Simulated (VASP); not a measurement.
# AlN (F-43m) in VASP: further runs, part 3 of 3

VASP 6.6.1. The steps go on from the part before.

### Step 6. Single point, PBE

This run uses another cell than the first one: it holds 32 atoms, not 2.

File INCAR:

```
PREC = Accurate
ENCUT = 520
EDIFF = 1E-7
ISMEAR = 0
SIGMA = 0.01
LREAL = Auto
LASPH = T
NELM = 60
ALGO = Normal
ISIF = 2
LWAVE = F
LCHARG = F
GGA = PE
NBANDS = 86
```

File KPOINTS:

```
Automatic mesh
0
Gamma
  2 2 2
  0.5 0.5 0.5
```

File POSCAR:

```
AlN
1.0
   -4.4031742015     -4.4031742015      4.4031742015
    4.4031742015     -4.4031742015     -4.4031742015
    4.4031742015      4.4031742015      4.4031742015
Al N
16 16
Direct
    0.2500000000      0.0000000000      0.7500000000
    0.0000000000      0.0000000000      0.0000000000
    0.5000000000      0.7500000000      0.7500000000
    0.2500000000      0.7500000000      0.0000000000
    0.0000000000      0.7500000000      0.2500000000
    0.7500000000      0.0000000000      0.2500000000
    0.5000000000      0.0000000000      0.5000000000
    0.0000000000      0.2500000000      0.7500000000
    0.7500000000      0.5000000000      0.7500000000
    0.5000000000      0.5000000000      0.0000000000
    0.2500000000      0.5000000000      0.2500000000
    0.0000000000      0.5000000000      0.5000000000
    0.7500000000      0.7500000000      0.5000000000
    0.7500000000      0.2500000000      0.0000000000
    0.5000000000      0.2500000000      0.2500000000
    0.2500000000      0.2500000000      0.5000000000
    0.2500000000      0.7500000000      0.7500000000
    0.0000000000      0.7500000000      0.0000000000
    0.5000000000      0.5000000000      0.7500000000
    0.2500000000      0.5000000000      0.0000000000
    0.0000000000      0.5000000000      0.2500000000
    0.7500000000      0.7500000000      0.2500000000
    0.5000000000      0.7500000000      0.5000000000
    0.0000000000      0.0000000000      0.7500000000
    0.7500000000      0.2500000000      0.7500000000
    0.5000000000      0.2500000000      0.0000000000
    0.2500000000      0.2500000000      0.2500000000
    0.0000000000      0.2500000000      0.5000000000
    0.7500000000      0.5000000000      0.5000000000
    0.7500000000      0.0000000000      0.0000000000
    0.5000000000      0.0000000000      0.2500000000
    0.2500000000      0.0000000000      0.5000000000
```

Potentials or basis: VASP PAW PBE potentials, release 64 (Al, N).

On the command line:

```bash
cat potpaw_PBE.64/Al/POTCAR potpaw_PBE.64/N/POTCAR > POTCAR
mpirun -np 1 vasp_std > vasp.out
```

OUTCAR:

```text
PREC = Accurate
   ENCUT = 520
   EDIFF = 1E-7
   ISMEAR = 0
   LREAL = Auto
   LASPH = T
   NELM = 60
   ISIF = 2
   GGA = PE

 ion  position               nearest neighbor table
   1  0.250  0.000  0.750-  17 1.91  24 1.91  26 1.91  32 1.91  10 3.11  14 3.11  12 3.11  13 3.11
                            16 3.11   4 3.11   7 3.11   8 3.11   2 3.11   5 3.11   3 3.11  15 3.11
   2  0.000  0.000  0.000-  18 1.91  24 1.91  27 1.91  30 1.91  11 3.11  15 3.11   9 3.11   3 3.11
                            16 3.11   5 3.11   6 3.11   8 3.11   1 3.11  13 3.11  14 3.11   4 3.11
   3  0.500  0.750  0.750-  17 1.91  19 1.91  23 1.91  30 1.91   2 3.11  14 3.11  16 3.11  12 3.11
                             1 3.11   4 3.11   6 3.11   7 3.11   9 3.11  11 3.11  10 3.11  13 3.11
   4  0.250  0.750  0.000-  17 1.91  18 1.91  20 1.91  31 1.91   6 3.11  15 3.11   8 3.11   9 3.11
                             2 3.11   3 3.11   5 3.11   1 3.11   7 3.11  12 3.11  10 3.11  11 3.11
   5  0.000  0.750  0.250-  18 1.91  21 1.91  22 1.91  32 1.91   7 3.11  16 3.11  14 3.11  10 3.11
                             2 3.11   4 3.11   6 3.11   1 3.11  11 3.11   9 3.11  12 3.11  13 3.11
   6  0.750  0.000  0.250-  22 1.91  28 1.91  30 1.91  31 1.91  12 3.11  16 3.11  10 3.11   4 3.11
                             5 3.11   7 3.11   8 3.11   2 3.11  13 3.11   3 3.11  14 3.11  15 3.11
   7  0.500  0.000  0.500-  23 1.91  25 1.91  31 1.91  32 1.91   8 3.11   9 3.11  11 3.11   5 3.11
                            16 3.11   6 3.11   1 3.11   3 3.11  13 3.11   4 3.11  14 3.11  15 3.11
   8  0.000  0.250  0.750-  20 1.91  24 1.91  25 1.91  28 1.91   4 3.11  10 3.11  13 3.11   7 3.11
                            16 3.11   1 3.11   9 3.11   2 3.11  11 3.11   6 3.11  12 3.11  14 3.11
   9  0.750  0.500  0.750-  18 1.91  19 1.91  25 1.91  29 1.91   2 3.11   4 3.11   7 3.11  16 3.11
[... 17 lines left out ...]
  19  0.500  0.500  0.750-   3 1.91   9 1.91  10 1.91  16 1.91
  20  0.250  0.500  0.000-   4 1.91   8 1.91  10 1.91  11 1.91
  21  0.000  0.500  0.250-   5 1.91  11 1.91  12 1.91  14 1.91
  22  0.750  0.750  0.250-   5 1.91   6 1.91  10 1.91  13 1.91
[... 8 lines left out ...]
  31  0.500  0.000  0.250-   4 1.91   6 1.91   7 1.91  15 1.91
  32  0.250  0.000  0.500-   1 1.91   5 1.91   7 1.91  16 1.91

  LATTYP: Found a body centered cubic cell.
 ALAT       =     8.8063484030

  Lattice vectors:

 A1 = (  -4.4031742015,  -4.4031742015,   4.4031742015)
 A2 = (   4.4031742015,  -4.4031742015,  -4.4031742015)
 A3 = (   4.4031742015,   4.4031742015,   4.4031742015)

Analysis of symmetry for initial positions (statically):
=====================================================================
 Subroutine PRICEL returns following result:

  LATTYP: Found a face centered cubic cell.
 ALAT       =     4.4031742015

  Lattice vectors:

 A1 = (   2.2015871007,   0.0000000000,  -2.2015871007)
 A2 = (   0.0000000000,   2.2015871007,  -2.2015871007)
 A3 = (   2.2015871007,   2.2015871007,   0.0000000000)

  16 primitive cells build up your supercell.

 Routine SETGRP: Setting up the symmetry group for a
 body centered cubic supercell.

 Subroutine GETGRP returns: Found 24 space group operations
 (whereof 24 operations were pure point group operations)
 out of a pool of 48 trial point group operations.

The static configuration has the point symmetry T_d .

Analysis of symmetry for dynamics (positions and initial velocities):
=====================================================================
 Subroutine PRICEL returns following result:

  LATTYP: Found a face centered cubic cell.
 ALAT       =     4.4031742015

  Lattice vectors:
[... 80 lines left out ...]
   NGXF,Y,Z  is equivalent  to a cutoff of  26.16, 26.16, 26.16 a.u.
 SYSTEM =  unknown system
   PREC   = accura    normal or accurate (medium, high low for compatibility)
   ISTART =      0    job   : 0-new  1-cont  2-samecut
   ICHARG =      2    charge: 1-file 2-atom 10-const
   ISPIN  =      1    spin polarized calculation?
   LNONCOLLINEAR =      F non collinear calculations
   LSORBIT =      F    spin-orbit coupling
   LASPH  =      T    aspherical Exc in radial PAW
   ENCUT  =  520.0 eV  38.22 Ry    6.18 a.u.  14.18 14.18 14.18*2*pi/ulx,y,z
   NELM   =     60;   NELMIN=  2; NELMDL= -5     # of ELM steps
   EDIFF  = 0.1E-06   stopping-criterion for ELM
   LREAL  =      T    real-space projection
   EDIFFG = 0.1E-05   stopping-criterion for IOM
   NSW    =      0    number of steps for IOM
   IBRION =     -1    ionic relax: 0-MD 1-quasi-New 2-CG
   NFREE  =      0    steps in history (QN), initial steepest desc. (CG)
   ISIF   =      2    stress and relaxation
   ISYM   =      2    0-nonsym 1-usesym 2-fastsym
   POTIM  = 0.5000    time-step for ionic-motion
   TEBEG  =    0.0;   TEEND  =   0.0 temperature during run
   PSTRESS=    0.0 pullay stress
   NELECT =     128.0000    total number of electrons
   NUPDOWN=      -1.0000    fix difference up-down
   EMIN   =  10.00;   EMAX   =-10.00  energy-range for DOS
   EFERMI =   0.00;   METHOD = LEGACY
   ISMEAR =     0;   SIGMA  =   0.01  broadening in eV -4-tet -1-fermi 0-gaus
   EFERMI_NEDOS =   21; number of points for ismear=-14 and -15
   IALGO  =     38    algorithm
   IMIX   =      4    mixing-type and parameters
     AMIX     =   0.40;   BMIX     =  1.00
     AMIX_MAG =   1.60;   BMIX_MAG =  1.00
  volume/ion in A,a.u.               =      10.67        72.01
  Fermi-wavevector in a.u.,A,eV,Ry     =   1.180390  2.230614 18.957286  1.393321
  Thomas-Fermi vector in A             =   2.316684
   LORBIT       =      0    0 simple, 1 ext, 2 COOP (PROOUT), +10 PAW based schemes
   GGA     = PE    functional components
   LHFCALC =     F    Hartree Fock is set to
   AEXX    =    0.0000 exact exchange contribution
   IVDW    =     0    specifies the selected vdW correction
   LEPSILON=     F    determine dielectric tensor
   LRPA    =     F    only Hartree local field effects (RPA)
 non-spin polarized calculation
 Gauss-broadening in eV      SIGMA  =   0.01
  energy-cutoff  :      520.00
  volume of cell :      341.47
 maximum number of plane-waves:      9184
 NGX is ok and might be reduce to    60

 number of electron     127.9999970 magnetization

 Free energy of the ion-electron system (eV)
  ---------------------------------------------------
  ext. energy  EPLUGINS =         0.00000000
  ---------------------------------------------------
  free energy    TOTEN  =      -237.57372114 eV

  energy without entropy =     -237.57372114  energy(sigma->0) =     -237.57372114

 E-fermi :   5.5509     XC(G=0): -10.8293

 val. band max:        5.4900328171   @ k =   0.2500   0.2500   0.2500
 cond. band min:       9.9146266349   @ k =  -0.2500   0.2500   0.2500
 fundamental gap:      4.4245938178
 Fermi energy:         5.5509363443

 k-point     1 :       0.2500    0.2500    0.2500
  band No.  band energies     occupation
      1      -8.2734      2.00000
      2      -8.2734      2.00000
      3      -8.2734      2.00000
      4      -8.2734      2.00000
      5      -6.8602      2.00000
      6      -6.8602      2.00000
[... 68 lines left out ...]
     75      11.5657      0.00000
     76      11.5657      0.00000

 k-point     2 :      -0.2500    0.2500    0.2500
  band No.  band energies     occupation
      1      -8.8045      2.00000
      2      -7.7885      2.00000
      3      -7.7885      2.00000
      4      -7.7885      2.00000
      5      -7.7885      2.00000
      6      -7.1845      2.00000
[... 68 lines left out ...]
     75      12.4148      0.00000
     76      12.4148      0.00000
 [bands above 76 left out]

------------------------ aborting loop because EDIFF is reached ----------------------------------------

  FORCE on cell =-STRESS in cart. coord.  units (eV):
  Direction    XX          YY          ZZ          XY          YZ          ZX
  --------------------------------------------------------------------------------------
  -------------------------------------------------------------------------------------
  Total       -0.7613580     -0.7613580     -0.7613580      0.0000000     -0.0000000     -0.0000000
  in kB       -3.5722506     -3.5722506     -3.5722506      0.0000000     -0.0000000     -0.0000000
  external PRESSURE =      -3.5722506 kB  Pullay stress =       0.0000000 kB

 VOLUME and BASIS-vectors are now :
 -----------------------------------------------------------------------------
  energy-cutoff  :      520.00
  volume of cell :      341.47
      direct lattice vectors                 reciprocal lattice vectors
    -4.403174201 -4.403174201  4.403174201     0.000000000 -0.113554444  0.113554444
     4.403174201 -4.403174201 -4.403174201     0.113554444 -0.113554444  0.000000000
     4.403174201  4.403174201  4.403174201     0.113554444  0.000000000  0.113554444

 POSITION                                       TOTAL-FORCE (eV/Angst)
 -----------------------------------------------------------------------------------
      2.20159      2.20159      4.40317         0.000000     -0.000000      0.000000
      0.00000      0.00000      0.00000         0.000000      0.000000     -0.000000
      4.40317     -2.20159      2.20159         0.000000     -0.000000      0.000000
      2.20159     -4.40317     -2.20159         0.000000     -0.000000     -0.000000
      4.40317     -2.20159     -2.20159         0.000000      0.000000      0.000000
     -2.20159     -2.20159      4.40317         0.000000     -0.000000      0.000000
[... 24 lines left out ...]
     -1.10079     -1.10079      3.30238        -0.000000      0.000000     -0.000000
      1.10079      1.10079      3.30238        -0.000000      0.000000     -0.000000
 -----------------------------------------------------------------------------------
    total drift:                               -0.000022      0.000022     -0.000022

  FREE ENERGIE OF THE ION-ELECTRON SYSTEM (eV)
  ---------------------------------------------------
  free  energy   TOTEN  =      -237.5737211350 eV

  energy  without entropy=     -237.5737211350  energy(sigma->0) =     -237.57372114
```

Run time: 4 min. Hardware: 1 thread of Intel Xeon 8259CL, shared host; peak memory 0.47 GiB.

What came out:

- Free energy: -237.5737 eV
- Pressure: -0.4 GPa
- Band gap on the k mesh: 4.42 eV

Levels at points of the mesh, in eV from the valence-band top:
```csv
k point,band 61,band 62,band 63,band 64,band 65,band 66,band 67,band 68
"(0.25, 0.25, 0.25)",0.00,0.00,0.00,0.00,6.08,6.08,6.08,6.08
```

A k mesh can miss the band edges. A hybrid or GW would open this gap; PBE tends to underestimate it.

### Step 7. The runs side by side

| task | cell | k mesh | cutoff (eV) | smearing | gap on the mesh (eV) | pressure (GPa) |
| --- | --- | --- | --- | --- | --- | --- |
| single point | a = 3.114 Å, angles 60.0°, 2 atoms | 10 × 10 × 10 | 600 | gaussian 0.01 eV | 3.31 | -0.4 |
| relaxation of cell and atoms | relaxed to 22 GPa from a = 3.060 Å, angles 60.0°, 2 atoms | 10 × 10 × 10 | 600 | gaussian 0.01 eV | 3.35 | 22.0 |
| relaxation of cell and atoms | relaxed to 11 GPa from a = 3.088 Å, angles 60.0°, 2 atoms | 10 × 10 × 10 | 600 | gaussian 0.01 eV | 3.33 | 11.0 |
| relaxation of cell and atoms | relaxed to 11 GPa from a = 3.088 Å, angles 60.0°, 2 atoms | 10 × 10 × 10 | 600 | methfessel-paxton 0.05 eV | 3.33 | 11.0 |
| single point | a = 7.627 Å, angles 109.5°, 32 atoms | 2 × 2 × 2, shifted | 520 | gaussian 0.01 eV | 4.42 | -0.4 |

Alike in all rows: level PBE; potentials or basis VASP PAW PBE potentials, release 64 (Al, N); no spin polarisation.

Caveats: the cell is relaxed towards a set pressure, so the enthalpy falls and the energy may rise (some runs).

Total energies depend on the potentials used, so only differences within one code and one set of settings carry meaning.
